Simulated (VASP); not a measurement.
# NaCl (Pm-3m) in VASP: further runs, part 2 of 2

VASP 6.6.1. Earlier steps stand in the parts before.

## 4. Electric field gradients, PBEsol (11.46 Å³/atom)

This run uses another cell than the first one, of 11.46 Å³/atom.

The input, INCAR:

```
SYSTEM = NaCl
PREC = Accurate ; ENCUT = 520
EDIFF = 1E-8 ; ISMEAR = -1
SIGMA = 0.03 ; LREAL = .False.
LASPH = .True. ; NELM = 80
ALGO = Normal ; ISIF = 2
LWAVE = .False. ; LCHARG = .False.
GGA = PS ; LEFG = .True.
NBANDS = 14
```

The input, KPOINTS:

```
regular mesh
0
Gamma
  9 9 9
  0 0 0
```

The input, POSCAR:

```
NaCl
1.0
    2.8408047908      0.0000000000      0.0000000000
    0.0000000000      2.8408047908      0.0000000000
    0.0000000000      0.0000000000      2.8408047908
Na Cl
1 1
Direct
    0.0000000000      0.0000000000      0.0000000000
    0.5000000000      0.5000000000      0.5000000000
```

Potentials or basis: VASP PAW PBE potentials, release 64 (Na_pv, Cl).

Started as:

```console
$ cat potpaw_PBE.64/Na_pv/POTCAR potpaw_PBE.64/Cl/POTCAR > POTCAR
$ mpirun -np 1 vasp_std > vasp.out
```

OUTCAR:

```text
SYSTEM = NaCl
   PREC = Accurate
   ENCUT = 520
   EDIFF = 1E-8
   ISMEAR = -1
   LREAL = .False.
   LASPH = .True.
   NELM = 80
   ISIF = 2
   GGA = PS

 ion  position               nearest neighbor table
   1  0.000  0.000  0.000-   2 2.46   2 2.46   2 2.46   2 2.46   2 2.46   2 2.46   2 2.46   2 2.46

   2  0.500  0.500  0.500-   1 2.46   1 2.46   1 2.46   1 2.46   1 2.46   1 2.46   1 2.46   1 2.46

  LATTYP: Found a simple cubic cell.
 ALAT       =     2.8408047908

  Lattice vectors:

 A1 = (   2.8408047908,   0.0000000000,   0.0000000000)
 A2 = (   0.0000000000,   2.8408047908,   0.0000000000)
 A3 = (   0.0000000000,   0.0000000000,   2.8408047908)

Analysis of symmetry for initial positions (statically):
=====================================================================
 Subroutine PRICEL returns:
 Original cell was already a primitive cell.

 Routine SETGRP: Setting up the symmetry group for a
 simple cubic supercell.

 Subroutine GETGRP returns: Found 48 space group operations
 (whereof 48 operations were pure point group operations)
 out of a pool of 48 trial point group operations.

The static configuration has the point symmetry O_h .

Analysis of symmetry for dynamics (positions and initial velocities):
=====================================================================
 Subroutine PRICEL returns:
 Original cell was already a primitive cell.

 Routine SETGRP: Setting up the symmetry group for a
 simple cubic supercell.

 Subroutine GETGRP returns: Found 48 space group operations
 (whereof 48 operations were pure point group operations)
 out of a pool of 48 trial point group operations.

The dynamic configuration has the point symmetry O_h .

[... 552 lines left out ...]
      7       6.0382      2.00000
      8      12.7860      0.00000
      9      17.7865      0.00000
     10      18.1931      0.00000
     11      19.2830      0.00000
     12      23.3844      0.00000
     13      24.3378      0.00000
     14      28.3037      0.00000

 [... further k-points ...]

------------------------ aborting loop because EDIFF is reached ----------------------------------------

  FORCE on cell =-STRESS in cart. coord.  units (eV):
  Direction    XX          YY          ZZ          XY          YZ          ZX
  --------------------------------------------------------------------------------------
  -------------------------------------------------------------------------------------
  Total        9.3299235      9.3299235      9.3299235     -0.0000000      0.0000000      0.0000000
  in kB      652.0253653    652.0253653    652.0253653     -0.0000000      0.0000000      0.0000000
  external PRESSURE =     652.0253653 kB  Pullay stress =       0.0000000 kB

 VOLUME and BASIS-vectors are now :
 -----------------------------------------------------------------------------
  energy-cutoff  :      520.00
  volume of cell :       22.93
      direct lattice vectors                 reciprocal lattice vectors
     2.840804791  0.000000000  0.000000000     0.352012924  0.000000000  0.000000000
     0.000000000  2.840804791  0.000000000     0.000000000  0.352012924  0.000000000
     0.000000000  0.000000000  2.840804791     0.000000000  0.000000000  0.352012924

 POSITION                                       TOTAL-FORCE (eV/Angst)
 -----------------------------------------------------------------------------------
      0.00000      0.00000      0.00000         0.000000      0.000000      0.000000
      1.42040      1.42040      1.42040         0.000000      0.000000      0.000000
 -----------------------------------------------------------------------------------
    total drift:                                0.000000     -0.000000     -0.000000

  FREE ENERGIE OF THE ION-ELECTRON SYSTEM (eV)
  ---------------------------------------------------
  free  energy   TOTEN  =        -4.5971794536 eV

  energy  without entropy=       -4.5971794536  energy(sigma->0) =       -4.59717945

 Electric field gradients (V/A^2)
---------------------------------------------------------------------
 ion       V_xx      V_yy      V_zz      V_xy      V_xz      V_yz
---------------------------------------------------------------------
   1      -0.000    -0.000    -0.000     0.000    -0.000    -0.000
   2      -0.000    -0.000    -0.000    -0.000    -0.000    -0.000
---------------------------------------------------------------------

 Electric field gradients after diagonalization (V/A^2)
 (convention: |V_zz| > |V_xx| > |V_yy|)
----------------------------------------------------------------------
 ion       V_xx      V_yy      V_zz     asymmetry (V_yy - V_xx)/ V_zz
----------------------------------------------------------------------
   1      -0.000    -0.000    -0.000      -0.324
   2      -0.000    -0.000    -0.000      -0.005
----------------------------------------------------------------------

           NMR quadrupolar parameters

 Cq : quadrupolar parameter    Cq=e*Q*V_zz/h
 eta: asymmetry parameters     (V_yy - V_xx)/ V_zz
 Q  : nuclear electric quadrupole moment in mb (millibarn)
----------------------------------------------------------------------
 ion       Cq(MHz)       eta       Q (mb)
----------------------------------------------------------------------
   1      -0.000      -0.324       1.000
   2      -0.000      -0.005       1.000
----------------------------------------------------------------------
```

OSZICAR:

```text
N       E                     dE             d eps       ncg     rms          rms(c)
DAV:   1     0.103085140752E+03    0.10309E+03   -0.71272E+03  1006   0.121E+03
DAV:   2     0.575466809529E+00   -0.10251E+03   -0.94154E+02  1078   0.324E+02
DAV:   3    -0.483276385199E+01   -0.54082E+01   -0.53798E+01  1238   0.657E+01
DAV:   4    -0.489033838143E+01   -0.57575E-01   -0.57551E-01  1148   0.694E+00
DAV:   5    -0.489115691981E+01   -0.81854E-03   -0.81851E-03  1250   0.866E-01    0.624E+00
DAV:   6    -0.464933726763E+01    0.24182E+00   -0.20459E-01  1418   0.685E+00    0.404E+00
DAV:   7    -0.459940211416E+01    0.49935E-01   -0.11462E-01  1478   0.410E+00    0.169E+00
DAV:   8    -0.459729145611E+01    0.21107E-02   -0.92781E-03  1118   0.115E+00    0.231E-01
DAV:   9    -0.459717648981E+01    0.11497E-03   -0.27508E-04  1286   0.313E-01    0.474E-02
DAV:  10    -0.459717896068E+01   -0.24709E-05   -0.24838E-05  1294   0.103E-01    0.817E-03
DAV:  11    -0.459717933750E+01   -0.37682E-06   -0.43473E-06  1208   0.257E-02    0.605E-03
DAV:  12    -0.459717943736E+01   -0.99857E-07   -0.22403E-07  1196   0.454E-03    0.133E-03
DAV:  13    -0.459717947737E+01   -0.40007E-07   -0.26912E-08  1226   0.111E-03    0.918E-04
DAV:  14    -0.459717945701E+01    0.20352E-07   -0.11728E-09   706   0.269E-04    0.140E-04
DAV:  15    -0.459717945357E+01    0.34461E-08   -0.21543E-10   634   0.129E-04
   1 F= -.45971795E+01 E0= -.45971795E+01  d E =-.750076E-12
```

stdout:

```text
POSCAR found type information on POSCAR NaCl
 POSCAR found :  2 types and       2 ions
 scaLAPACK will be used
 -----------------------------------------------------------------------------
|                                                                             |
|                                                                             |
|     You enforced a specific xc type in the INCAR file but a different       |
|     I HOPE YOU KNOW WHAT YOU ARE DOING!                                     |
|                                                                             |
 -----------------------------------------------------------------------------

 LDA part: xc-table for (Slater+PW92), standard interpolation
 POSCAR, INCAR and KPOINTS ok, starting setup
 FFT: planning ... GRIDC
 FFT: planning ... GRID_SOFT
 FFT: planning ... GRID
 WAVECAR not read
 entering main loop
ion   1

ion   2
```

It took 14 s on 1 thread of Intel Xeon 8259CL, shared host; peak memory 0.14 GiB.

What came out:

```
Free energy                             : -4.5972 eV
Pressure                                : 65.2 GPa
Band gap on the k mesh                  : 4.48 eV
Largest electric field gradient by atom : zero within the noise of the run
```

Levels at points of the mesh, in eV from the valence-band top:
| k point | band 3 | band 4 | band 5 | band 6 | band 7 | band 8 | band 9 | band 10 | band 11 | band 12 |
| --- | --- | --- | --- | --- | --- | --- | --- | --- | --- | --- |
| (0.00, 0.00, 0.00) | -22.61 | -17.14 | -1.26 | -1.26 | -1.26 | 6.43 | 6.43 | 7.43 | 17.95 | 17.95 |

Caveat: the cell stands under pressure; the PAW data sets were made with another functional, which shifts forces and pressure a little; an odd mesh through Γ misses points on the zone boundary, where band edges can lie.
